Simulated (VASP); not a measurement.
A run of VASP 6.6.1:

INCAR

```
SYSTEM = CsCl
PREC = Accurate
ENCUT = 500
EDIFF = 1E-6
ISMEAR = -1
SIGMA = 0.03
LREAL = .FALSE.
LASPH = .TRUE.
NELM = 120
ALGO = Normal
ISIF = 2
LWAVE = .FALSE.
LCHARG = .TRUE.
GGA = PE
LELF = .TRUE.
LVHAR = .TRUE.
NBANDS = 15
GGA_COMPAT = .FALSE.
```

KPOINTS

```
Automatic mesh
0
G
  6 6 6
  0 0 0
```

File POSCAR:

```
CsCl
1.0
    4.1230000000      0.0206150000      0.0000000000
    0.0206150000      4.1230000000      0.0000000000
    0.0000000000      0.0000000000      4.1230000000
Cs Cl
1 1
Direct
    0.0000000000      0.0000000000      0.0000000000
    0.5000000000      0.5000000000      0.5000000000
```

Potentials or basis: VASP PAW PBE potentials, release 64 (Cs_sv, Cl).

Launch:

```sh
$ cat potpaw_PBE.64/Cs_sv/POTCAR potpaw_PBE.64/Cl/POTCAR > POTCAR
$ mpirun -np 1 vasp_std > vasp.out
```

Hardware: 1 thread of Intel(R) Xeon(R) Platinum 8488C (Sapphire Rapids), with other jobs on the host.

Q: Estimate the wall time of this run.

A: Run time: 30 s on 1 thread of Intel(R) Xeon(R) Platinum 8488C (Sapphire Rapids) (shared host), peak memory 0.19 GiB. Counts: scf iterations 12, k points 52.
